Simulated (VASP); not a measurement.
# BaF2 (Fm-3m) in VASP: settings compared

The runs below take BaF2 through single point, with PBE, LDA, r2SCAN.

Everything below comes from runs of VASP 6.6.1. Logs are shortened: lines on timing, memory, paths and dates and some standing lists are left out, and cuts for length are marked.

### 1 The cell of the first run

Symmetry: Fm-3m, No. 225, cubic system. Conventional cell: a = 6.308 Å, b = 6.308 Å, c = 6.308 Å, α = 90.00°, β = 90.00°, γ = 90.00°. Within 3.6 Å of Ba (site symmetry m-3m) lie 8 F at 2.73 Å. F (site symmetry -43m) has 4 Ba at 2.73 Å and 6 F at 3.15 Å within 3.6 Å.

### 2 Single point, PBE, non-collinear spin, zero start, spin-orbit coupling

The input, INCAR:

```
PREC = Accurate
ENCUT = 600
EDIFF = 1E-6
ISMEAR = 0
SIGMA = 0.02
LREAL = F
LASPH = T
NELM = 200
ALGO = Normal
ISIF = 2
LWAVE = F
LCHARG = F
MAGMOM = 0 0 0 0 0 0 0 0 0
LORBIT = 11
LSORBIT = T
GGA_COMPAT = F
LORBMOM = T
GGA = PE
NBANDS = 37
```

The input, KPOINTS:

```
Automatic mesh
0
Gamma
  6 6 6
```

The input, POSCAR:

```
BaF2
1.0
    0.0000000000      3.1539237675      3.1539237675
    3.1539237675      0.0000000000      3.1539237675
    3.1539237675      3.1539237675      0.0000000000
Ba F
1 2
Direct
    0.0000000000      0.0000000000      0.0000000000
    0.2500000000      0.2500000000      0.2500000000
    0.7500000000      0.7500000000      0.7500000000
```

Potentials or basis: VASP PAW PBE potentials, release 64 (Ba_sv, F).

Run with:

```
cat potpaw_PBE.64/Ba_sv/POTCAR potpaw_PBE.64/F/POTCAR > POTCAR
mpirun -np 1 vasp_ncl > vasp.out
```

OUTCAR:

```text
PREC = Accurate
   ENCUT = 600
   EDIFF = 1E-6
   ISMEAR = 0
   LREAL = F
   LASPH = T
   NELM = 200
   ISIF = 2
   LORBIT = 11
   LSORBIT = T
   GGA = PE

 ion  position               nearest neighbor table
   1  0.000  0.000  0.000-   3 2.73   3 2.73   3 2.73   2 2.73   2 2.73   2 2.73   3 2.73   2 2.73

   2  0.250  0.250  0.250-   1 2.73   1 2.73   1 2.73   1 2.73
   3  0.750  0.750  0.750-   1 2.73   1 2.73   1 2.73   1 2.73

  LATTYP: Found a face centered cubic cell.
 ALAT       =     6.3078475350

  Lattice vectors:

 A1 = (   0.0000000000,   3.1539237675,   3.1539237675)
 A2 = (   3.1539237675,   0.0000000000,   3.1539237675)
 A3 = (   3.1539237675,   3.1539237675,   0.0000000000)

Analysis of symmetry for initial positions (statically):
=====================================================================
 Subroutine PRICEL returns:
 Original cell was already a primitive cell.

 Routine SETGRP: Setting up the symmetry group for a
 face centered cubic supercell.

 Subroutine GETGRP returns: Found 48 space group operations
 (whereof 48 operations were pure point group operations)
 out of a pool of 48 trial point group operations.

The static configuration has the point symmetry O_h .

Analysis of symmetry for dynamics (positions and initial velocities):
=====================================================================
 Subroutine PRICEL returns:
 Original cell was already a primitive cell.

 Routine SETGRP: Setting up the symmetry group for a
 face centered cubic supercell.

 Subroutine GETGRP returns: Found 48 space group operations
 (whereof 48 operations were pure point group operations)
 out of a pool of 48 trial point group operations.

The dynamic configuration has the point symmetry O_h .

Analysis of structural, dynamic, and magnetic symmetry:
=====================================================================
 Subroutine PRICEL returns:
 Original cell was already a primitive cell.

 Routine SETGRP: Setting up the symmetry group for a
 face centered cubic supercell.

 Subroutine GETGRP returns: Found 48 space group operations
 (whereof 48 operations were pure point group operations)
 out of a pool of 48 trial point group operations.

The overall configuration has the point symmetry O_h .

 Subroutine INISYM returns: Found 48 space group operations
 (whereof 48 operations are pure point group operations),
 and found     1 'primitive' translations

----------------------------------------------------------------------------------------

                                     Primitive cell

  volume of cell :      62.7456

  direct lattice vectors                    reciprocal lattice vectors
     0.000000000  3.153923767  3.153923767    -0.158532684  0.158532684  0.158532684
     3.153923767  0.000000000  3.153923767     0.158532684 -0.158532684  0.158532684
     3.153923767  3.153923767  0.000000000     0.158532684  0.158532684 -0.158532684

  length of vectors
     4.460321767  4.460321767  4.460321767     0.274586663  0.274586663  0.274586663

  position of ions in fractional coordinates (direct lattice)
     0.000000000  0.000000000  0.000000000
     0.250000000  0.250000000  0.250000000
     0.750000000  0.750000000  0.750000000

  ion indices of the primitive-cell ions
   primitive index   ion index
                 1           1
                 2           2
                 3           3

----------------------------------------------------------------------------------------

 KPOINTS: Automatic mesh

Automatic generation of k-mesh.
 Grid dimensions read from file:
 generate k-points for:    6    6    6

 Generating k-lattice:

  Cartesian coordinates                     Fractional coordinates (reciprocal lattice)
    -0.026422114  0.026422114  0.026422114     0.166666667  0.000000000  0.000000000
     0.026422114 -0.026422114  0.026422114     0.000000000  0.166666667  0.000000000
[... 87 lines left out ...]

 number of electron      24.0000019 magnetization      -0.0000000      0.0000000     -0.0000000

 number of electron      24.0000019 magnetization      -0.0000000      0.0000000      0.0000000

 Free energy of the ion-electron system (eV)
  ---------------------------------------------------
  ext. energy  EPLUGINS =         0.00000000
  ---------------------------------------------------
  free energy    TOTEN  =       -17.32346039 eV

  energy without entropy =      -17.32346039  energy(sigma->0) =      -17.32346039

 E-fermi :  -2.1675     XC(G=0):  -8.4679

 val. band max:       -2.2595422570   @ k =   0.1667   0.1667   0.0000
 cond. band min:       4.2648121588   @ k =   0.0000   0.0000   0.0000
 fundamental gap:      6.5243544158
 Fermi energy:        -2.1675185871

 k-point     1 :       0.0000    0.0000    0.0000
  band No.  band energies     occupation
      1     -25.5237      1.00000
      2     -25.5237      1.00000
      3     -21.1382      1.00000
      4     -21.1382      1.00000
      5     -21.1295      1.00000
      6     -21.1295      1.00000
[... 613 lines left out ...]
     35      11.6112      0.00000
     36      11.6118      0.00000
 [bands above 36 left out]

------------------------ aborting loop because EDIFF is reached ----------------------------------------

  FORCE on cell =-STRESS in cart. coord.  units (eV):
  Direction    XX          YY          ZZ          XY          YZ          ZX
  --------------------------------------------------------------------------------------
  -------------------------------------------------------------------------------------
  Total       -0.2801843     -0.2801843     -0.2801843      0.0000000      0.0000000      0.0000000
  in kB       -7.1543603     -7.1543603     -7.1543603      0.0000000      0.0000000      0.0000000
  external PRESSURE =      -7.1543603 kB  Pullay stress =       0.0000000 kB

 VOLUME and BASIS-vectors are now :
 -----------------------------------------------------------------------------
  energy-cutoff  :      600.00
  volume of cell :       62.75
      direct lattice vectors                 reciprocal lattice vectors
     0.000000000  3.153923767  3.153923767    -0.158532684  0.158532684  0.158532684
     3.153923767  0.000000000  3.153923767     0.158532684 -0.158532684  0.158532684
     3.153923767  3.153923767  0.000000000     0.158532684  0.158532684 -0.158532684

 POSITION                                       TOTAL-FORCE (eV/Angst)
 -----------------------------------------------------------------------------------
      0.00000      0.00000      0.00000        -0.000000     -0.000000     -0.000000
      1.57696      1.57696      1.57696         0.000000      0.000000      0.000000
      4.73089      4.73089      4.73089        -0.000000     -0.000000     -0.000000
 -----------------------------------------------------------------------------------
    total drift:                                0.000000      0.000000      0.000000

  FREE ENERGIE OF THE ION-ELECTRON SYSTEM (eV)
  ---------------------------------------------------
  free  energy   TOTEN  =       -17.3234603901 eV

  energy  without entropy=      -17.3234603901  energy(sigma->0) =      -17.32346039

 orbital moment (x)

 # of ion     p       d       tot
 ----------------------------------------
  1        -0.000   0.000   0.000
  2         0.000   0.000   0.000
  3        -0.000   0.000  -0.000
 ----------------------------------------
           -0.000   0.000   0.000

 orbital moment (y)

 # of ion     p       d       tot
 ----------------------------------------
  1         0.000  -0.000  -0.000
  2         0.000   0.000   0.000
  3         0.000   0.000   0.000
 ----------------------------------------
            0.000  -0.000   0.000

 orbital moment (z)

 # of ion     p       d       tot
 ----------------------------------------
  1         0.000   0.000   0.000
  2         0.000   0.000   0.000
  3         0.000   0.000   0.000
 ----------------------------------------
            0.000   0.000   0.000

 Spin-Orbit-Coupling matrix elements

 Ion:    1  E_soc:     -0.3816630
 l=   1
     0.0000000    -0.0635141    -0.0635141
    -0.0635141     0.0000000    -0.0635141
    -0.0635141    -0.0635141     0.0000000
 l=   2
     0.0000000    -0.0000283     0.0000000    -0.0000283    -0.0000681
    -0.0000283     0.0000000    -0.0000511    -0.0000283    -0.0000170
     0.0000000    -0.0000511     0.0000000    -0.0000511     0.0000000
    -0.0000283    -0.0000283    -0.0000511     0.0000000    -0.0000170
    -0.0000681    -0.0000170     0.0000000    -0.0000170     0.0000000
 l=   3
     0.0000000     0.0000000     0.0000000     0.0000000     0.0000000     0.0000000     0.0000000
     0.0000000     0.0000000     0.0000000     0.0000000     0.0000000     0.0000000     0.0000000
     0.0000000     0.0000000     0.0000000     0.0000000     0.0000000     0.0000000     0.0000000
     0.0000000     0.0000000     0.0000000     0.0000000     0.0000000     0.0000000     0.0000000
[... 29 lines left out ...]
 l=   2
     0.0000000     0.0000000     0.0000000     0.0000000     0.0000000
     0.0000000     0.0000000     0.0000000     0.0000000     0.0000000
     0.0000000     0.0000000     0.0000000     0.0000000     0.0000000
     0.0000000     0.0000000     0.0000000     0.0000000     0.0000000
     0.0000000     0.0000000     0.0000000     0.0000000     0.0000000
 l=   3
     0.0000000     0.0000000     0.0000000     0.0000000     0.0000000     0.0000000     0.0000000
     0.0000000     0.0000000     0.0000000     0.0000000     0.0000000     0.0000000     0.0000000
     0.0000000     0.0000000     0.0000000     0.0000000     0.0000000     0.0000000     0.0000000
     0.0000000     0.0000000     0.0000000     0.0000000     0.0000000     0.0000000     0.0000000
     0.0000000     0.0000000     0.0000000     0.0000000     0.0000000     0.0000000     0.0000000
     0.0000000     0.0000000     0.0000000     0.0000000     0.0000000     0.0000000     0.0000000
     0.0000000     0.0000000     0.0000000     0.0000000     0.0000000     0.0000000     0.0000000

 total charge

# of ion       s       p       d       tot
------------------------------------------
    1        1.996   5.643   0.206   7.845
    2        1.729   4.355   0.000   6.085
    3        1.729   4.355   0.000   6.085
--------------------------------------------------
tot          5.454  14.354   0.206  20.014

 magnetization (x)

# of ion       s       p       d       tot
------------------------------------------
    1       -0.000   0.000   0.000   0.000
    2       -0.000   0.000   0.000   0.000
    3        0.000   0.000   0.000   0.000
--------------------------------------------------
tot         -0.000   0.000   0.000   0.000

 magnetization (y)

# of ion       s       p       d       tot
------------------------------------------
    1        0.000  -0.000   0.000   0.000
    2        0.000   0.000   0.000   0.000
    3        0.000   0.000   0.000   0.000
--------------------------------------------------
tot          0.000  -0.000   0.000   0.000

 magnetization (z)

# of ion       s       p       d       tot
------------------------------------------
    1       -0.000   0.000   0.000  -0.000
    2        0.000   0.000   0.000   0.000
    3        0.000   0.000   0.000   0.000
--------------------------------------------------
tot          0.000   0.000   0.000   0.000
```

Wall time 3.1 min (1 thread of Intel Xeon 8259CL, shared host); peak memory 0.41 GiB.

Results:

```yaml
Free_energy: -17.3235 eV
Pressure: -0.7 GPa
Net_moment: 0.00 μB per cell
Valence_electrons_inside_the_program's_atomic_spheres: Ba 7.84; F 6.08
```

Moments on the atoms (μB; x, y, z):
```
Ba  0.00 0.00 0.00
F   0.00 0.00 0.00
F   0.00 0.00 0.00
```

### 3 Single point, PBE

This run uses another cell than the first one, of 19.86 Å³/atom.

The input, INCAR:

```
PREC     = Accurate       # precision mode
ENCUT    = 600            # plane-wave cutoff, eV
EDIFF    = 1E-6           # SCF threshold, eV
ISMEAR   = 0              # smearing method
SIGMA    = 0.1            # smearing width, eV
LREAL    = F              # projectors in reciprocal space
LASPH    = T              # aspherical terms in the spheres
NELM     = 120            # most SCF steps
ALGO     = Normal         # electronic algorithm
ISIF     = 2              # what is computed and relaxed
LWAVE    = F              # write WAVECAR
LCHARG   = F              # write CHGCAR
GGA      = PE             # functional
NBANDS   = 19             # bands
GGA_COMPAT= F
```

The input, KPOINTS:

```
regular mesh
0
Gamma
  6 6 6
```

The input, POSCAR:

```
BaF2
1.0
    0.0000000000      3.1000500000      3.1000500000
    3.1000500000      0.0000000000      3.1000500000
    3.1000500000      3.1000500000      0.0000000000
Ba F
1 2
Direct
    0.0000000000      0.0000000000      0.0000000000
    0.2500000000      0.2500000000      0.2500000000
    0.7500000000      0.7500000000      0.7500000000
```

Potentials or basis: VASP PAW PBE potentials, release 64 (Ba_sv, F).

Run with:

```
cat potpaw_PBE.64/Ba_sv/POTCAR potpaw_PBE.64/F/POTCAR > POTCAR
mpirun -np 1 vasp_std > vasp.out
```

Wall time 29 s (1 thread of AMD EPYC 9R14 (Zen 4), shared host); peak memory 0.18 GiB.

The run converged. Its results:

| Quantity | Value |
| --- | --- |
| Free energy | -17.1127 eV |
| Pressure | 2.3 GPa |
| Band gap on the k mesh | 6.78 eV (least direct gap 6.84 eV) |

Levels at points of the mesh, in eV from the valence-band top:
```csv
k point,band 9,band 10,band 11,band 12,band 13,band 14,band 15,band 16
"(0.00, 0.00, 0.00)",-1.48,-0.07,-0.07,-0.07,6.78,9.19,9.19,11.40
"(0.50, 0.00, 0.00)",-0.65,-0.34,-0.16,-0.16,9.11,9.19,9.19,9.80
"(0.50, 0.50, 0.00)",-0.35,-0.32,-0.32,-0.11,7.26,9.01,10.67,11.96
```

Caveat: spin-orbit coupling is left out, which moves the levels of the heavy elements.

### 4 Single point, LDA

This run uses another cell than the first one, of 20.31 Å³/atom.

The input, INCAR:

```
ALGO = Normal ; EDIFF = 1E-6
ENCUT = 600 ; GGA = CA
GGA_COMPAT = False ; ISIF = 2
ISMEAR = 0 ; LASPH = True
LCHARG = False ; LREAL = False
LWAVE = False ; NBANDS = 19
NELM = 120 ; PREC = Accurate
SIGMA = 0.02
```

The input, KPOINTS:

```
k-points
0
Gamma
  6 6 6
```

The input, POSCAR:

```
BaF2
1.0
    0.0000000000      3.1230009549      3.1230009549
    3.1230009549      0.0000000000      3.1230009549
    3.1230009549      3.1230009549      0.0000000000
Ba F
1 2
Direct
    0.0000000000      0.0000000000      0.0000000000
    0.2500000000      0.2500000000      0.2500000000
    0.7500000000      0.7500000000      0.7500000000
```

Potentials or basis: VASP PAW LDA potentials, release 64 (Ba_sv, F).

Run with:

```
cat potpaw_LDA.64/Ba_sv/POTCAR potpaw_LDA.64/F/POTCAR > POTCAR
mpirun -np 1 vasp_std > vasp.out
```

It took 17 s on 1 thread of Intel Xeon Platinum 8124M at 3.00GHz (Skylake/Cascade Lake), shared host; peak memory 0.18 GiB.

It converged, with:

| Property | Result |
| --- | --- |
| Free energy | -18.5678 eV |
| Pressure | -4.6 GPa |
| Band gap on the k mesh | 6.31 eV (least direct gap 6.37 eV) |

Levels at points of the mesh, in eV from the valence-band top:
| k point | band 9 | band 10 | band 11 | band 12 | band 13 | band 14 | band 15 | band 16 |
| --- | --- | --- | --- | --- | --- | --- | --- | --- |
| (0.00, 0.00, 0.00) | -1.47 | -0.06 | -0.06 | -0.06 | 6.31 | 9.00 | 9.00 | 11.16 |
| (0.50, 0.00, 0.00) | -0.66 | -0.35 | -0.16 | -0.16 | 8.82 | 8.98 | 8.98 | 9.31 |
| (0.50, 0.50, 0.00) | -0.33 | -0.33 | -0.33 | -0.11 | 6.97 | 8.78 | 10.53 | 11.77 |

Caveat: the cell stands under tension; spin-orbit coupling is left out, which moves the levels of the heavy elements.

(Continued in part 2 of 2.)
